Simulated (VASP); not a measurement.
# BaSi12 (P-31m) in VASP: notebook, part 2 of 2

VASP 6.6.1.

## 4. Relaxation of cell and atoms, PBE

Input file INCAR:

```
ALGO = Normal
EDIFF = 1E-6
EDIFFG = -0.04
ENCUT = 600
GGA = PE
IBRION = 2
ISIF = 3
ISMEAR = 0
LASPH = T
LCHARG = F
LREAL = F
LWAVE = F
NELM = 60
NSW = 90
PREC = Accurate
SIGMA = 0.1
```

Input file KPOINTS:

```
k-points
0
Gamma
  3 3 6
```

Input file POSCAR:

```
BaSi12
1.0
    8.5463443800      0.0000000000      0.0000000000
   -4.2731721900      7.4013513400      0.0000000000
    0.0000000000      0.0000000000      3.2370064200
Ba Si
1 12
Direct
    0.0000000000      0.0000000000      0.5000000000
    0.8502730400      0.5388260200      0.7830020200
    0.6885529800      0.5388260200      0.2169979800
    0.3114470200      0.8502730400      0.2169979800
    0.6885529800      0.1497269600      0.7830020200
    0.1497269600      0.6885529800      0.7830020200
    0.5388260200      0.6885529800      0.2169979800
    0.4611739800      0.1497269600      0.2169979800
    0.3114470200      0.4611739800      0.7830020200
    0.1497269600      0.4611739800      0.2169979800
    0.5388260200      0.8502730400      0.7830020200
    0.8502730400      0.3114470200      0.2169979800
    0.4611739800      0.3114470200      0.7830020200
```

Potentials or basis: VASP PAW PBE potentials, release 64 (Ba_sv, Si).

The run is started by

```sh
$ cat potpaw_PBE.64/Ba_sv/POTCAR potpaw_PBE.64/Si/POTCAR > POTCAR
$ mpirun -np 1 vasp_std > vasp.out
```

OUTCAR:

```text
EDIFF = 1E-6
   EDIFFG = -0.04
   ENCUT = 600
   GGA = PE
   IBRION = 2
   ISIF = 3
   ISMEAR = 0
   LASPH = T
   LREAL = F
   NELM = 60
   NSW = 90
   PREC = Accurate

 ion  position               nearest neighbor table
   1  0.000  0.000  0.500-   2 3.60  10 3.60   9 3.60   3 3.60   7 3.60  13 3.60  12 3.60   6 3.60
                             8 3.60  11 3.60   4 3.60   5 3.60
   2  0.850  0.539  0.783-   3 1.97   6 2.22   3 2.30  12 2.40  12 2.67   5 2.89  13 2.89   1 3.60

   3  0.689  0.539  0.217-   2 1.97   7 2.22   2 2.30  13 2.40  13 2.67   8 2.89  12 2.89   1 3.60

   4  0.311  0.850  0.217-   6 1.97   8 2.22   6 2.30  11 2.40  11 2.67  10 2.89   7 2.89   1 3.60
[... 15 lines left out ...]
  12  0.850  0.311  0.217-   5 1.97  10 2.22   5 2.30   2 2.40   2 2.67   3 2.89   8 2.89   1 3.60

  13  0.461  0.311  0.783-   8 1.97   9 2.22   8 2.30   3 2.40   3 2.67   2 2.89   5 2.89   1 3.60

  LATTYP: Found a hexagonal cell.
 ALAT       =     8.5463443800
 C/A-ratio  =     0.3787591836

  Lattice vectors:

 A1 = (   8.5463443800,   0.0000000000,   0.0000000000)
 A2 = (  -4.2731721900,   7.4013513400,   0.0000000000)
 A3 = (   0.0000000000,   0.0000000000,   3.2370064200)

Analysis of symmetry for initial positions (statically):
=====================================================================
 Subroutine PRICEL returns:
 Original cell was already a primitive cell.

[... 169 lines left out ...]
 NGX is ok and might be reduce to    70
   NGX = 35   NGY = 35   NGZ = 13

--------------------------------------- Ionic step        1  -------------------------------------------

 number of electron      57.9999998 magnetization

 Free energy of the ion-electron system (eV)
  ---------------------------------------------------
  ext. energy  EPLUGINS =         0.00000000
  ---------------------------------------------------
  free energy    TOTEN  =       -53.74603895 eV

  energy without entropy =      -53.71336131  energy(sigma->0) =      -53.72970013

 E-fermi :   9.1911     XC(G=0): -10.7165

 val. band max:        9.1877979745   @ k =   0.0000   0.0000   0.5000
 cond. band min:       9.2319388807   @ k =   0.3333   0.0000   0.0000
 fundamental gap:      0.0441409062
 Fermi energy:         9.1910973575
[... 1231 lines left out ...]
  FREE ENERGIE OF THE ION-ELECTRON SYSTEM (eV)
  ---------------------------------------------------
  free  energy   TOTEN  =       -61.9624231178 eV

  energy  without entropy=      -61.9222445183  energy(sigma->0) =      -61.94233382

[... ionic steps 4 to 16 ...]

--------------------------------------- Ionic step       17  -------------------------------------------

 number of electron      57.9999999 magnetization

------------------------ aborting loop because EDIFF is reached ----------------------------------------
[... 89 lines left out ...]
--------------------------------------- Ionic step       19  -------------------------------------------

 number of electron      57.9999999 magnetization

 Free energy of the ion-electron system (eV)
  ---------------------------------------------------
  ext. energy  EPLUGINS =         0.00000000
  ---------------------------------------------------
  free energy    TOTEN  =       -63.08787674 eV

  energy without entropy =      -63.04762007  energy(sigma->0) =      -63.06774841

 E-fermi :   6.4406     XC(G=0):  -9.7248

 val. band max:        6.4364663011   @ k =   0.0000   0.0000   0.1667
 cond. band min:       6.4610463775   @ k =   0.3333   0.0000   0.3333
 fundamental gap:      0.0245800763
 Fermi energy:         6.4405972871
[... 584 lines left out ...]
  FREE ENERGIE OF THE ION-ELECTRON SYSTEM (eV)
  ---------------------------------------------------
  free  energy   TOTEN  =       -63.0878767441 eV

  energy  without entropy=      -63.0476200743  energy(sigma->0) =      -63.06774841

 reached required accuracy - stopping structural energy minimisation
```

OSZICAR:

```text
N       E                     dE             d eps       ncg     rms          rms(c)
DAV:   1     0.231466240871E+03    0.23147E+03   -0.26725E+04  1008   0.156E+03
DAV:   2    -0.366822889405E+02   -0.26815E+03   -0.26194E+03  1324   0.225E+02
DAV:   3    -0.557148689687E+02   -0.19033E+02   -0.18433E+02  1332   0.519E+01
[... 181 lines left out ...]
DAV:   3    -0.630878836279E+02    0.71134E-04   -0.16505E-04  1196   0.531E-02    0.110E-02
DAV:   4    -0.630878797705E+02    0.38574E-05   -0.23062E-05  1412   0.181E-02    0.610E-03
DAV:   5    -0.630878783282E+02    0.14423E-05   -0.74907E-07   724   0.363E-03    0.347E-03
DAV:   6    -0.630878768308E+02    0.14974E-05   -0.64257E-07   620   0.321E-03    0.891E-04
DAV:   7    -0.630878767441E+02    0.86706E-07   -0.15694E-07   560   0.170E-03
  19 F= -.63087877E+02 E0= -.63067748E+02  d E =-.815261E-03
```

It took 18 min on 1 thread of Intel Xeon Platinum 8488C (Sapphire Rapids), shared host; peak memory 0.45 GiB.

What came out:

- Free energy: -63.0879 eV
- Relaxed volume: 20.20 Å³/atom
- Relaxed cell: a = 8.891 Å, b = 8.891 Å, c = 3.835 Å, α = 90.00°, β = 90.00°, γ = 120.00°
- Space group after relaxing (to 0.05 Å): P-31m (No. 162)
- Energy gained by relaxing: 718.6 meV/atom
- Ionic steps: 19
- Pressure after relaxing: 0.0 GPa
- Largest force after relaxing: 0.014 eV/Å
- Band gap on the k mesh: zero (band 29 reaches 6.96 eV, above the bottom of band 30 at 5.81 eV)

Forces in eV/Å, atoms in the order of the input:
```
Ba   0.000  0.000  0.000
Si   0.007  0.012  0.001
Si  -0.007  0.012 -0.001
Si  -0.007  0.012 -0.001
Si   0.007 -0.012  0.001
Si  -0.014  0.000  0.001
Si   0.014  0.000 -0.001
Si  -0.007 -0.012 -0.001
Si   0.007 -0.012  0.001
Si  -0.007 -0.012 -0.001
Si   0.007  0.012  0.001
Si   0.014  0.000 -0.001
Si  -0.014  0.000  0.001
```

The path:
```
step  energy change (eV)  largest force (eV/Å)  pressure (GPa)  volume (Å³)
   1              0.0000                5.5701           40.47       204.76
   2             -3.6388                2.2308           -6.10       345.83
   3             -8.2164                1.7449            2.42       261.27
   4             -8.2470                1.6870            3.10       258.84
   5             -8.2652                1.5991            4.12       255.46
   6             -8.8249                0.1584           -2.23       278.01
   7             -8.8990                0.2867           -0.88       271.47
   8             -8.9704                0.2124           -0.02       268.11
   9             -9.0186                0.0424            1.10       263.71
  10             -9.0703                0.0479            0.85       263.77
  11             -9.2155                0.1542            0.41       263.82
  12             -9.2724                0.3521           -0.35       263.37
  13             -9.3118                0.2649           -0.14       263.62
  14             -9.3120                0.2571           -0.11       263.64
  15             -9.3314                0.1562           -0.16       263.33
  16             -9.3364                0.0814           -0.19       263.07
  17             -9.3408                0.0445            0.06       262.36
  18             -9.3410                0.0438            0.13       262.18
  19             -9.3418                0.0138            0.03       262.56
```

Final structure:
```yaml
crystal:
  lattice:
    - [8.89112, 0.00000, 0.00000]
    - [-4.44556, 7.69993, 0.00000]
    - [0.00000, 0.00000, 3.83513]
  atoms:
    - { symbol: Ba, position: [0.00000, 0.00000, 0.50000] }
    - { symbol: Si, position: [0.84563, 0.53548, 0.74969] }
    - { symbol: Si, position: [0.68985, 0.53548, 0.25031] }
    - { symbol: Si, position: [0.31015, 0.84563, 0.25031] }
    - { symbol: Si, position: [0.68985, 0.15437, 0.74969] }
    - { symbol: Si, position: [0.15437, 0.68985, 0.74969] }
    - { symbol: Si, position: [0.53548, 0.68985, 0.25031] }
    - { symbol: Si, position: [0.46452, 0.15437, 0.25031] }
    - { symbol: Si, position: [0.31015, 0.46452, 0.74969] }
    - { symbol: Si, position: [0.15437, 0.46452, 0.25031] }
    - { symbol: Si, position: [0.53548, 0.84563, 0.74969] }
    - { symbol: Si, position: [0.84563, 0.31015, 0.25031] }
    - { symbol: Si, position: [0.46452, 0.31015, 0.74969] }
```

Levels at points of the mesh, in eV from the Fermi level:
```
           k point  band 26  band 27  band 28  band 29  band 30  band 31  band 32  band 33
(0.00, 0.00, 0.00)    -1.25    -1.23    -1.14    -0.63    -0.63     0.07     1.53     1.53
(0.00, 0.00, 0.50)    -2.06    -1.43    -1.19    -0.05     0.08     0.70     0.73     0.73
```

Caveat: the volume moved by over 15 % at a fixed basis, so the end points are rough; spin-orbit coupling is left out, which moves the levels of the heavy elements.

## 5. Single point, PBE

This run uses another cell than the first one, of 19.52 Å³/atom, 1.239 times its volume.

Input file INCAR:

```
SYSTEM = BaSi12
  ALGO = Normal
  EDIFF = 1E-7
  ENCUT = 520
  GGA = PE
  ISIF = 2
  ISMEAR = 0
  LASPH = .TRUE.
  LCHARG = .TRUE.
  LELF = .TRUE.
  LREAL = .FALSE.
  LVHAR = .TRUE.
  LWAVE = .FALSE.
  NBANDS = 41
  NELM = 100
  PREC = Accurate
  SIGMA = 0.1
```

Input file KPOINTS:

```
k-points
0
G
  6 6 10
  0 0 0
```

Input file POSCAR:

```
BaSi12
1.0
    8.1221158773      0.0000000000      0.0000000000
   -4.0610579387      7.0339586822      0.0000000000
    0.0000000000      0.0000000000      4.4420973531
Ba Si
1 12
Direct
    0.0000000000      0.0000000000      0.5000000000
    0.8264317291      0.5317361860      0.7502210937
    0.7053044569      0.5317361860      0.2497789063
    0.2946955431      0.8264317291      0.2497789063
    0.7053044569      0.1735682709      0.7502210937
    0.1735682709      0.7053044569      0.7502210937
    0.5317361860      0.7053044569      0.2497789063
    0.4682638140      0.1735682709      0.2497789063
    0.2946955431      0.4682638140      0.7502210937
    0.1735682709      0.4682638140      0.2497789063
    0.5317361860      0.8264317291      0.7502210937
    0.8264317291      0.2946955431      0.2497789063
    0.4682638140      0.2946955431      0.7502210937
```

Potentials or basis: VASP PAW PBE potentials, release 64 (Ba_sv, Si).

The run is started by

```sh
$ cat potpaw_PBE.64/Ba_sv/POTCAR potpaw_PBE.64/Si/POTCAR > POTCAR
$ mpirun -np 1 vasp_std > vasp.out
```

OUTCAR:

```text
SYSTEM = BaSi12
   EDIFF = 1E-7
   ENCUT = 520
   GGA = PE
   ISIF = 2
   ISMEAR = 0
   LASPH = .TRUE.
   LREAL = .FALSE.
   NELM = 100
   PREC = Accurate

 ion  position               nearest neighbor table
   1  0.000  0.000  0.500-   7 3.51  13 3.51   9 3.51   3 3.51  11 3.51   8 3.51   2 3.51  10 3.51
                             4 3.51   5 3.51  12 3.51   6 3.51
   2  0.826  0.532  0.750-   3 2.43   3 2.43   6 2.44  13 2.56   5 2.56  12 2.94  12 2.94   1 3.51

   3  0.705  0.532  0.250-   2 2.43   2 2.43   7 2.44   8 2.56  12 2.56  13 2.94  13 2.94   1 3.51

   4  0.295  0.826  0.250-   6 2.43   6 2.43   8 2.44  10 2.56   7 2.56  11 2.94  11 2.94   1 3.51
[... 15 lines left out ...]
  12  0.826  0.295  0.250-   5 2.43   5 2.43  10 2.44   8 2.56   3 2.56   2 2.94   2 2.94   1 3.51

  13  0.468  0.295  0.750-   8 2.43   8 2.43   9 2.44   2 2.56   5 2.56   3 2.94   3 2.94   1 3.51

  LATTYP: Found a hexagonal cell.
 ALAT       =     8.1221158773
 C/A-ratio  =     0.5469138116

  Lattice vectors:

 A1 = (   8.1221158773,   0.0000000000,   0.0000000000)
 A2 = (  -4.0610579387,   7.0339586822,   0.0000000000)
 A3 = (   0.0000000000,   0.0000000000,   4.4420973531)

Analysis of symmetry for initial positions (statically):
=====================================================================
 Subroutine PRICEL returns:
 Original cell was already a primitive cell.

 Routine SETGRP: Setting up the symmetry group for a
 hexagonal supercell.

 Subroutine GETGRP returns: Found 12 space group operations
 (whereof 12 operations were pure point group operations)
 out of a pool of 24 trial point group operations.

The static configuration has the point symmetry D_3d.

Analysis of symmetry for dynamics (positions and initial velocities):
=====================================================================
 Subroutine PRICEL returns:
[... 156 lines left out ...]
   GGA     = PE    functional components
   LHFCALC =     F    Hartree Fock is set to
   AEXX    =    0.0000 exact exchange contribution
   IVDW    =     0    specifies the selected vdW correction
   LEPSILON=     F    determine dielectric tensor
   LRPA    =     F    only Hartree local field effects (RPA)
 non-spin polarized calculation
 Gauss-broadening in eV      SIGMA  =   0.10
  energy-cutoff  :      520.00
  volume of cell :      253.78
 maximum number of plane-waves:      6868
   NGX = 31   NGY = 31   NGZ = 17

 number of electron      58.0000001 magnetization

 Free energy of the ion-electron system (eV)
  ---------------------------------------------------
  ext. energy  EPLUGINS =         0.00000000
  ---------------------------------------------------
  free energy    TOTEN  =       -63.92098858 eV

  energy without entropy =      -63.89707978  energy(sigma->0) =      -63.90903418

 E-fermi :   6.8803     XC(G=0):  -9.8595

 val. band max:        6.8719218591   @ k =  -0.1667   0.3333   0.2000
 cond. band min:       6.8910095260   @ k =  -0.1667   0.3333   0.4000
 fundamental gap:      0.0190876669
 Fermi energy:         6.8803237357

 k-point     1 :       0.0000    0.0000    0.0000
  band No.  band energies     occupation
      1     -21.6298      2.00000
      2      -6.9362      2.00000
      3      -6.9362      2.00000
      4      -6.8570      2.00000
      5      -6.4217      2.00000
      6      -5.1974      2.00000
[... 1045 lines left out ...]
     40       9.6605      0.00000
     41       9.9969      0.00000

 [... further k-points ...]
[... 5 lines left out ...]
  --------------------------------------------------------------------------------------
  -------------------------------------------------------------------------------------
  Total        0.2388232      0.2388232     -0.0234257     -0.0000000      0.0000000      0.0000000
  in kB        1.5077527      1.5077527     -0.1478923     -0.0000000      0.0000000      0.0000000
  external PRESSURE =       0.9558710 kB  Pullay stress =       0.0000000 kB

 VOLUME and BASIS-vectors are now :
 -----------------------------------------------------------------------------
  energy-cutoff  :      520.00
  volume of cell :      253.78
      direct lattice vectors                 reciprocal lattice vectors
     8.122115877  0.000000000  0.000000000     0.123120627  0.071083727  0.000000000
    -4.061057939  7.033958682  0.000000000     0.000000000  0.142167454  0.000000000
     0.000000000  0.000000000  4.442097353     0.000000000  0.000000000  0.225118884

 POSITION                                       TOTAL-FORCE (eV/Angst)
 -----------------------------------------------------------------------------------
      0.00000      0.00000      2.22105        -0.000000     -0.000000      0.000000
      4.55296      3.74021      3.33256         0.002029     -0.013019      0.004725
      3.56915      3.74021      1.10954        -0.002029     -0.013019     -0.004725
     -0.96264      5.81309      1.10954         0.012289     -0.004752     -0.004725
      5.02369      1.22087      3.33256        -0.012289      0.004752      0.004725
     -1.45454      4.96108      3.33256         0.010260     -0.008266      0.004725
      1.45454      4.96108      1.10954        -0.010260     -0.008266     -0.004725
      3.09842      1.22087      1.10954         0.012289      0.004752     -0.004725
      0.49190      3.29375      3.33256         0.002029      0.013019      0.004725
     -0.49190      3.29375      1.10954        -0.002029      0.013019     -0.004725
      0.96264      5.81309      3.33256        -0.012289     -0.004752      0.004725
      5.51560      2.07288      1.10954        -0.010260      0.008266     -0.004725
      2.60652      2.07288      3.33256         0.010260      0.008266      0.004725
 -----------------------------------------------------------------------------------
    total drift:                               -0.000000     -0.000000      0.000000

  FREE ENERGIE OF THE ION-ELECTRON SYSTEM (eV)
  ---------------------------------------------------
  free  energy   TOTEN  =       -63.9209885820 eV

  energy  without entropy=      -63.8970797840  energy(sigma->0) =      -63.90903418
```

OSZICAR:

```text
N       E                     dE             d eps       ncg     rms          rms(c)
DAV:   1     0.188526260291E+03    0.18853E+03   -0.23268E+04  4428   0.120E+03
DAV:   2    -0.484643486408E+02   -0.23699E+03   -0.22765E+03  5764   0.188E+02
DAV:   3    -0.643141302185E+02   -0.15850E+02   -0.15447E+02  5808   0.443E+01
DAV:   4    -0.647249027960E+02   -0.41077E+00   -0.40917E+00  6720   0.748E+00
DAV:   5    -0.647313551790E+02   -0.64524E-02   -0.64492E-02  5776   0.843E-01    0.109E+01
DAV:   6    -0.640724767600E+02    0.65888E+00   -0.99256E-01  5676   0.324E+00    0.642E+00
DAV:   7    -0.639204962416E+02    0.15198E+00   -0.68057E-01  5951   0.263E+00    0.106E+00
DAV:   8    -0.639196290151E+02    0.86723E-03   -0.12280E-01  5154   0.119E+00    0.429E-01
DAV:   9    -0.639205760617E+02   -0.94705E-03   -0.13440E-02  5384   0.448E-01    0.233E-01
DAV:  10    -0.639208183331E+02   -0.24227E-03   -0.18497E-03  5898   0.157E-01    0.116E-01
DAV:  11    -0.639210268887E+02   -0.20856E-03   -0.68976E-04  5456   0.930E-02    0.402E-02
DAV:  12    -0.639209839095E+02    0.42979E-04   -0.18614E-04  5500   0.475E-02    0.195E-02
DAV:  13    -0.639209892808E+02   -0.53712E-05   -0.35175E-05  5592   0.196E-02    0.883E-03
DAV:  14    -0.639209884986E+02    0.78216E-06   -0.66027E-06  5632   0.917E-03    0.367E-03
DAV:  15    -0.639209885468E+02   -0.48211E-07   -0.10363E-06  5207   0.377E-03    0.162E-03
DAV:  16    -0.639209885820E+02   -0.35169E-07   -0.92068E-08  4000   0.998E-04
   1 F= -.63920989E+02 E0= -.63909034E+02  d E =-.239088E-01
```

stdout:

```text
POSCAR found type information on POSCAR BaSi
 POSCAR found :  2 types and      13 ions
 scaLAPACK will be used
 LDA part: xc-table for (Slater+PW92), standard interpolation
 POSCAR, INCAR and KPOINTS ok, starting setup
 FFT: planning ... GRIDC
 FFT: planning ... GRID_SOFT
 FFT: planning ... GRID
 WAVECAR not read
 entering main loop
```

Run time: 7.7 min. Hardware: 1 thread of Intel Xeon Platinum 8488C (Sapphire Rapids), shared host; peak memory 0.64 GiB.

Results:

* Free energy: -63.9210 eV
* Pressure: 0.1 GPa
* Largest force: 0.014 eV/Å
* Band gap on the k mesh: zero (band 29 reaches 7.48 eV, above the bottom of band 30 at 5.39 eV)

Forces on the atoms (eV/Å):
```
Ba   0.000  0.000  0.000
Si   0.002 -0.013  0.005
Si  -0.002 -0.013 -0.005
Si   0.012 -0.005 -0.005
Si  -0.012  0.005  0.005
Si   0.010 -0.008  0.005
Si  -0.010 -0.008 -0.005
Si   0.012  0.005 -0.005
Si   0.002  0.013  0.005
Si  -0.002  0.013 -0.005
Si  -0.012 -0.005  0.005
Si  -0.010  0.008 -0.005
Si   0.010  0.008  0.005
```

Caveat: spin-orbit coupling is left out, which moves the levels of the heavy elements.

## 6. Summary

| task | cell | k mesh | cutoff (eV) | gap on the mesh (eV) | pressure (GPa) | largest force (eV/Å) |
| --- | --- | --- | --- | --- | --- | --- |
| single point | a = 8.546, b = 8.546, c = 3.237 Å, angles 90.0, 90.0, 120.0°, 13 atoms | 3 × 3 × 6 | 520 | none | 40.5 | 5.57 |
| single point | a = 8.864, b = 8.864, c = 3.847 Å, angles 90.0, 90.0, 120.0°, 13 atoms | 3 × 3 × 6 | 520 | none | 0.1 | 0.02 |
| relaxation of cell and atoms | relaxed from a = 8.546, b = 8.546, c = 3.237 Å, angles 90.0, 90.0, 120.0°, 13 atoms | 3 × 3 × 6 | 600 | none | 0.0 | 0.01 |
| single point | a = 8.122, b = 8.122, c = 4.442 Å, angles 90.0, 90.0, 120.0°, 13 atoms | 6 × 6 × 10 | 520 | none | 0.1 | 0.01 |

Alike in all rows: level PBE; potentials or basis VASP PAW PBE potentials, release 64 (Ba_sv, Si); no spin polarisation; smearing gaussian 0.1 eV.

Caveats: spin-orbit coupling is left out, which moves the levels of the heavy elements; forces of over 1 eV/Å act on the atoms, so gaps and moduli don't describe the material at rest (some runs); the volume moved by over 15 % at a fixed basis, so the end points are rough (some runs).

Absolute energies hang on the potentials; compare differences alone.
